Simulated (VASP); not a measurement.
The system is Ga3P.

```
Ga P
1.0
     4.08906    0.00000    0.00000
     0.00000    4.08906    0.00000
     0.00000    0.00000    4.08906
Ga P
3 1
Direct
  0.00000 0.50000 0.50000
  0.50000 0.00000 0.50000
  0.50000 0.50000 0.00000
  0.00000 0.00000 0.00000
```

- Program: VASP 6.6.1
- Task: relaxation of cell and atoms
- Functional: PBE
- Potentials or basis: VASP PAW PBE potentials, release 64 (Ga_d, P)
- Cutoff: 600 eV
- k mesh: 12 × 12 × 12
- Occupations: gaussian, width 0.1 eV
- Spin: no spin polarisation

At the start: pressure 4.5 GPa; volume 17.09 Å³/atom.

Task: How do energy, volume and symmetry change on relaxing?

Result: Over 4 steps the energy falls by 17.0 meV/atom and the volume is 18.39 Å³/atom (+7.6 %); space group Pm-3m (No. 221, to 0.1 Å) before and after.

The path:
```
step  energy change (eV)  largest force (eV/Å)  pressure (GPa)  volume (Å³)
   1              0.0000                0.0000            4.51        68.37
   2             -0.0677                0.0000            0.29        73.25
   3             -0.0678                0.0000           -0.12        73.71
   4             -0.0679                0.0000           -0.02        73.57
```

Final structure:
```
CELL_PARAMETERS angstrom
4.19023 0.00000 0.00000
0.00000 4.19023 0.00000
0.00000 0.00000 4.19023
ATOMIC_POSITIONS crystal
Ga 0.00000 0.50000 0.50000
Ga 0.50000 0.00000 0.50000
Ga 0.50000 0.50000 0.00000
P 0.00000 0.00000 0.00000
```
